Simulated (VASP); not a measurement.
A run of VASP 6.6.1 is set up as follows.

File INCAR:

```
SYSTEM = Ga2O
ALGO     = Normal         ! electronic algorithm
EDIFF    = 1E-6           ! SCF threshold, eV
ENCUT    = 520            ! plane-wave cutoff, eV
GGA      = PS             ! functional
ISIF     = 2              ! what is computed and relaxed
ISMEAR   = -1             ! smearing method
LASPH    = .TRUE.         ! aspherical terms in the spheres
LCHARG   = .FALSE.        ! write CHGCAR
LREAL    = .FALSE.        ! projectors in reciprocal space
LWAVE    = .FALSE.        ! write WAVECAR
NBANDS   = 41             ! bands
NELM     = 60             ! most SCF steps
PREC     = Accurate       ! precision mode
SIGMA    = 0.15           ! smearing width, eV
```

Contents of KPOINTS:

```
k-points
0
G
  12 12 4
  0 0 0
```

POSCAR

```
Ga2O
1.0
    3.0335953153      0.0000000000      0.0000000000
   -1.5167976577      2.6271706078      0.0000000000
    0.0000000000      0.0000000000     11.5443720463
Ga O
4 2
Direct
    0.0000000000      0.0000000000      0.3920579641
    0.0000000000      0.0000000000      0.6079420359
    0.6666666667      0.3333333333      0.1020915016
    0.3333333333      0.6666666667      0.8979084984
    0.6666666667      0.3333333333      0.3209844182
    0.3333333333      0.6666666667      0.6790155818
```

Potentials or basis: VASP PAW PBE potentials, release 64 (Ga_d, O).

Run with:

```console
$ cat potpaw_PBE.64/Ga_d/POTCAR potpaw_PBE.64/O/POTCAR > POTCAR
$ mpirun -np 1 vasp_std > vasp.out
```

(1) What does it give for the pressure?

(2) What does it give for the largest force?

(3) Predict the band gap on the k mesh.

Answers

(1) 0.2 GPa.

(2) 0.032 eV/Å.

(3) zero (band 32 reaches 6.56 eV, above the bottom of band 33 at 4.50 eV).

Caveat: the PAW data sets were made with another functional, which shifts forces and pressure a little.
